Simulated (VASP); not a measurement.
C:

```
CELL_PARAMETERS angstrom
2.52210 0.00000 0.00000
-1.26105 2.18420 0.00000
0.00000 0.00000 12.35570
ATOMIC_POSITIONS crystal
C 0.66667 0.33333 0.35417
C 0.33333 0.66667 0.85417
C 0.66667 0.33333 0.14583
C 0.33333 0.66667 0.64583
C 0.66667 0.33333 0.47917
C 0.33333 0.66667 0.97917
C 0.66667 0.33333 0.02083
C 0.33333 0.66667 0.52083
C 0.00000 0.00000 0.81250
C 0.00000 0.00000 0.31250
C 0.00000 0.00000 0.68750
C 0.00000 0.00000 0.18750
```

| Item | Value |
| --- | --- |
| Program | VASP 6.6.1 |
| Task | relaxation of cell and atoms |
| Functional | revPBE |
| Dispersion | D4 |
| Potentials or basis | VASP PAW PBE potentials, release 64 (C) |
| Cutoff | 600 eV |
| k mesh | 12 × 12 × 3 |
| Occupations | fermi-dirac, width 0.05 eV |
| Spin | no spin polarisation |

At the start: pressure -6.3 GPa; volume 5.67 Å³/atom.

Task: Where does the relaxation end?

Result: Over 8 steps the energy falls by 3.2 meV/atom and the volume is 5.59 Å³/atom (-1.5 %); space group P6_3/mmc (No. 194, to 0.1 Å) before and after.

Step by step:
| step | energy change (eV) | largest force (eV/Å) | pressure (GPa) | volume (Å³) |
| --- | --- | --- | --- | --- |
| 1 | 0.0000 | 0.3354 | -6.34 | 68.06 |
| 2 | 0.0139 | 0.4642 | 8.51 | 65.87 |
| 3 | -0.0373 | 0.1018 | 0.19 | 67.05 |
| 4 | -0.0363 | 0.1485 | 0.02 | 67.07 |
| 5 | -0.0380 | 0.0318 | 0.13 | 67.06 |
| 6 | -0.0380 | 0.0299 | 0.13 | 67.06 |
| 7 | -0.0380 | 0.0178 | -0.10 | 67.09 |
| 8 | -0.0380 | 0.0033 | -0.01 | 67.08 |

Final structure:
```
C
1.0
     2.50432    0.00000    0.00000
    -1.25216    2.16881    0.00000
     0.00000    0.00000   12.34958
C
12
Direct
  0.66667 0.33333 0.35490
  0.33333 0.66667 0.85490
  0.66667 0.33333 0.14510
  0.33333 0.66667 0.64510
  0.66667 0.33333 0.47923
  0.33333 0.66667 0.97923
  0.66667 0.33333 0.02077
  0.33333 0.66667 0.52077
  0.00000 0.00000 0.81311
  0.00000 0.00000 0.31311
  0.00000 0.00000 0.68689
  0.00000 0.00000 0.18689
```

Caveat: the PAW data sets were made with another functional, which shifts forces and pressure a little.
